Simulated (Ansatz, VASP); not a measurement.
## One calculation of Li4TaO, two programs

INCAR

```
ALGO = Normal
EDIFF = 1E-6
EDIFFG = -0.04
ENCUT = 600
GGA = PE
IBRION = 2
ISIF = 3
ISMEAR = 0
LASPH = True
LCHARG = False
LREAL = False
LWAVE = False
NELM = 60
NSW = 90
PREC = Accurate
SIGMA = 0.1
```

The input KPOINTS:

```
k-points
0
Gamma
  6 6 4
```

Contents of POSCAR:

```
Li4TaO
1.0
    3.1393860100      0.0000000000      0.0000000000
   -1.5696930000      2.7187880300      0.0000000000
    0.0000000000      0.0000000000      6.9707714100
Li Ta O
4 1 1
Direct
    0.6666666700      0.3333333300      0.2336920100
    0.3333333300      0.6666666700      0.7663079900
    0.3333333300      0.6666666700      0.2336920100
    0.6666666700      0.3333333300      0.7663079900
    0.0000000000      0.0000000000      0.0000000000
    0.0000000000      0.0000000000      0.5000000000
```

Input for Ansatz:

```yaml
crystal:
  lattice:
    - [3.13938601, 0.0, 0.0]
    - [-1.569693, 2.71878803, 0.0]
    - [0.0, 0.0, 6.97077141]
  atoms:
    - { symbol: Li, position: [0.66666667, 0.33333333, 0.23369201] }
    - { symbol: Li, position: [0.33333333, 0.66666667, 0.76630799] }
    - { symbol: Li, position: [0.33333333, 0.66666667, 0.23369201] }
    - { symbol: Li, position: [0.66666667, 0.33333333, 0.76630799] }
    - { symbol: Ta, position: [0.0, 0.0, 0.0] }
    - { symbol: O, position: [0.0, 0.0, 0.5] }
basis:
  ecutwfc: 420
kpoints:
  mp_grid: { grid: [6, 6, 4] }
hamiltonian:
  xc: pbe
scf:
  occupations: { method: gaussian, width: 0.1 }
  lower_state_search: "off"
output:
  forces: true
  stress: true
  eigenvalues: true
relax:
  adjacent_minimum: "off"
  f_tol: 0.04
  max_steps: 70
  cell: { stress_tol: 0.4 }
```

Change from the starting cell: species swapped into the MgAlB4 type (P6/mmm, No. 191).

Alike in both runs: task relaxation of cell and atoms; functional PBE; k mesh 6 × 6 × 4; occupations gaussian, width 0.1 eV; no spin polarisation.

|  | VASP | Ansatz |
| --- | --- | --- |
| version | VASP 6.6.1 | Ansatz 0.2.0 |
| potentials or method | VASP PAW PBE potentials, release 64 (Li_sv, Ta_pv, O), cutoff 600 eV | scalar-relativistic, plane waves, PAW |
| valence electrons in the cell | 29 | 31 |

VASP gave:

```
gap on the k mesh at the Fermi level, each at its own relaxed structure (eV) : none
relaxed volume (Å³/atom)                                                     : 10.88
relaxed cell length with the largest relative difference (Å)                 : 7.324
```

Estimate Ansatz's values.

gap on the k mesh at the Fermi level, each at its own relaxed structure (eV): none; relaxed volume (Å³/atom): 10.91; relaxed cell length with the largest relative difference (Å): 7.341.

A gap of «none» marks a metal or a gap that the smearing closes. VASP's potentials hold 29 valence electrons a cell and Ansatz's 31, so a difference there can come from the potentials and not from the codes.

The k mesh is coarse, so the values compare programs but aren't converged. Spin-orbit coupling is off throughout. Noted on VASP's run: the cutoff is short for stress, so the pressure is rough.
